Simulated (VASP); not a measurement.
Input of a VASP 6.6.1 run:

Contents of INCAR:

```
ALGO = Normal
EDIFF = 1E-6
ENCUT = 520
GGA = PE
ISIF = 2
ISMEAR = 0
IVDW = 12
LASPH = True
LCHARG = False
LREAL = False
LWAVE = False
NBANDS = 75
NELM = 100
PREC = Accurate
SIGMA = 0.02
```

The input KPOINTS:

```
k-points
0
Gamma
  6 6 6
```

The input POSCAR:

```
CdIn2O4
1.0
    0.0000000000      4.6281002992      4.6281002992
    4.6281002992      0.0000000000      4.6281002992
    4.6281002992      4.6281002992      0.0000000000
Cd In O
2 4 8
Direct
    0.2500000000      0.2500000000      0.2500000000
    0.0000000000      0.0000000000      0.0000000000
    0.1250000000      0.6250000000      0.6250000000
    0.6250000000      0.6250000000      0.6250000000
    0.6250000000      0.1250000000      0.6250000000
    0.6250000000      0.6250000000      0.1250000000
    0.8622448908      0.8622448908      0.8622448908
    0.8367346724      0.3877551092      0.3877551092
    0.3877551092      0.3877551092      0.8367346724
    0.3877551092      0.8367346724      0.3877551092
    0.8622448908      0.8622448908      0.4132653276
    0.8622448908      0.4132653276      0.8622448908
    0.3877551092      0.3877551092      0.3877551092
    0.4132653276      0.8622448908      0.8622448908
```

Potentials or basis: VASP PAW PBE potentials, release 64 (Cd, In_d, O).

Command:

```bash
$ cat potpaw_PBE.64/Cd/POTCAR potpaw_PBE.64/In_d/POTCAR potpaw_PBE.64/O/POTCAR > POTCAR
$ mpirun -np 1 vasp_std > vasp.out
```

Question: Predict the pressure.

Answer: 0.7 GPa.

Question: Estimate the largest force.

Answer: 0.036 eV/Å.

Question: Predict the dispersion energy per atom.

Answer: -0.220 eV.

Forces in eV/Å, atoms in the order of the input:
```
Cd   0.000  0.000  0.000
Cd   0.000  0.000  0.000
In   0.000  0.000  0.000
In   0.000  0.000  0.000
In   0.000  0.000  0.000
In   0.000  0.000  0.000
O   -0.021 -0.021 -0.021
O    0.021 -0.021 -0.021
O   -0.021 -0.021  0.021
O   -0.021  0.021 -0.021
O    0.021  0.021 -0.021
O    0.021 -0.021  0.021
O    0.021  0.021  0.021
O   -0.021  0.021  0.021
```
